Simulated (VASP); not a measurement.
CoO:

```
Co O
1.0
     1.50547    0.86918    2.43993
    -1.50547    0.86918    2.43993
     0.00000   -1.73837    2.43993
Co O
1 1
Cartesian
  0.0000 0.0000 0.0000
  0.0000 0.0000 3.6599
```

* Program: VASP 6.6.1
* Task: relaxation of cell and atoms
* Functional: r2SCAN
* Potentials or basis: VASP PAW PBE potentials, release 64 (Co, O)
* Cutoff: 600 eV
* k mesh: 12 × 12 × 12
* Occupations: gaussian, width 0.02 eV
* Spin: no spin polarisation

At the start: pressure -24.9 GPa; volume 9.58 Å³/atom.

Problem. How do energy, volume and symmetry change on relaxing?

Solution. Over 7 steps the energy falls by 105.1 meV/atom and the volume is 8.39 Å³/atom (-12.4 %); space group Fm-3m (No. 225, to 0.1 Å) before and after.

The path:
```csv
step,energy change (eV),largest force (eV/Å),pressure (GPa),volume (Å³)
1,0.0000,0.0000,-24.87,19.16
2,-0.0901,0.0000,28.88,15.32
3,-0.2100,0.0000,-0.35,16.80
4,-0.2100,0.0000,0.24,16.75
5,-0.2101,0.0000,-0.08,16.78
6,-0.2101,0.0000,-0.39,16.80
7,-0.2102,0.0000,-0.16,16.78
```

Final structure:
```
Co O
1.0
     1.43690    0.82959    2.34652
    -1.43690    0.82959    2.34652
     0.00000   -1.65919    2.34652
Co O
1 1
Direct
  0.00000 0.00000 0.00000
  0.50000 0.50000 0.50000
```

Caveat: the PAW data sets were made with another functional, which shifts forces and pressure a little; an odd number of electrons without spin polarisation forces a metal; a magnetic or distorted state may lie lower; the run has no spin polarisation, though such a crystal can be magnetic.
